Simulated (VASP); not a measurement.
A run of VASP 6.6.1:

File INCAR:

```
SYSTEM = Ca
PREC = Accurate
ENCUT = 520
EDIFF = 1E-6
ISMEAR = -1
SIGMA = 0.1
LREAL = .False.
LASPH = .True.
NELM = 60
ALGO = Normal
ISIF = 2
LWAVE = .False.
LCHARG = .False.
GGA = B5
ALDAX = 1.0
AGGAX = 1.0
AGGAC = 1.0
ALDAC = 0.0
NBANDS = 22
```

The input KPOINTS:

```
regular mesh
0
Gamma
  7 7 10
  0 0 0
```

POSCAR

```
Ca
1.0
    6.2100692391      0.0000000000      0.0000000000
   -3.1050346195      5.3780777203      0.0000000000
    0.0000000000      0.0000000000      3.7190247384
Ca
3
Direct
    0.0000000000      1.0000000000      1.0000000000
    0.3333333333      0.6666666667      0.5000000000
    0.6666666667      0.3333333333      0.5000000000
```

Potentials or basis: VASP PAW PBE potentials, release 64 (Ca_sv).

The run is started by

```bash
$ cat potpaw_PBE.64/Ca_sv/POTCAR > POTCAR
$ mpirun -np 1 vasp_std > vasp.out
```

Hardware: 1 thread of Oxide Virtual Turin-like Processor, with other jobs on the host.

Question: How long does it take, and how much memory?

Answer: Wall time 2.2 min on 1 thread of Oxide Virtual Turin-like Processor, on a shared host, peak memory 0.25 GiB. Counts: scf iterations 13, k points 48.
